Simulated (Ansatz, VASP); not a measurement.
**Cu: VASP beside Ansatz**

The input INCAR:

```
  ALGO = Fast
  EDIFF = 1E-6
  ENCUT = 520
  GGA = PS
  ISIF = 2
  ISMEAR = 0
  LASPH = True
  LCHARG = True
  LELF = True
  LREAL = False
  LVHAR = True
  LWAVE = False
  NBANDS = 42
  NELM = 80
  PREC = Accurate
  SIGMA = 0.15
```

Contents of KPOINTS:

```
k-points
0
Gamma
  20 20 4
```

Contents of POSCAR:

```
Cu
1.0
   -1.4427933200     -1.4427933200     -1.3760814500
   -1.4427933200     -1.4427933200      1.3760814500
   -8.6567599200      8.6567599200     -0.8256488700
Cu
6
Direct
    0.4750050000      0.5249950000      0.0833166667
   -0.2749950000      0.2749950000      0.9166500000
    0.3750050000      0.6249950000      0.4166500000
   -0.0749950000      0.0749950000      0.2499833333
    0.2750050000      0.7249950000      0.7499833333
   -0.1749950000      0.1749950000      0.5833166667
```

Input for Ansatz:

```yaml
crystal:
  lattice:
    - [-1.44279332, -1.44279332, -1.37608145]
    - [-1.44279332, -1.44279332, 1.37608145]
    - [-8.65675992, 8.65675992, -0.82564887]
  atoms:
    - { symbol: Cu, position: [0.475005, 0.524995, 0.0833166667] }
    - { symbol: Cu, position: [-0.274995, 0.274995, 0.91665] }
    - { symbol: Cu, position: [0.375005, 0.624995, 0.41665] }
    - { symbol: Cu, position: [-0.074995, 0.074995, 0.2499833333] }
    - { symbol: Cu, position: [0.275005, 0.724995, 0.7499833333] }
    - { symbol: Cu, position: [-0.174995, 0.174995, 0.5833166667] }
basis:
  ecutwfc: 420
kpoints:
  mp_grid: { grid: [20, 20, 4] }
hamiltonian:
  xc: pbesol
scf:
  occupations: { method: gaussian, width: 0.15 }
output:
  forces: true
  stress: true
  eigenvalues: true
```

Alike in both runs: task single point; functional PBEsol; k mesh 20 × 20 × 4; occupations gaussian, width 0.15 eV; no spin polarisation.

```csv
,VASP,Ansatz
version,VASP 6.6.1,Ansatz 0.2.0
potentials or method,"VASP PAW PBE potentials, release 64 (Cu), cutoff 520 eV","scalar-relativistic, plane waves, PAW"
valence electrons in the cell,66,114
```

```csv
,VASP,Ansatz,Ansatz less VASP
gap on the k mesh at the Fermi level (eV),none,none,-
pressure (GPa),2.4,1.7,-0.70
"traceless stress, the component that is largest in VASP (GPa)",-5.13,-5.16,-0.035
rms of the force components (eV/Å),0.726,0.726,+0.0005
```

VASP's potentials were made for PBE, not for PBEsol. Atom by atom the forces differ by 0.001 eV/Å (rms over components). A gap of «none» marks a metal or a gap that the smearing closes. With one functional, cell and mesh, what is left measures potentials, basis and numerics. VASP's potentials hold 66 valence electrons a cell and Ansatz's 114, so a difference there can come from the potentials and not from the codes.
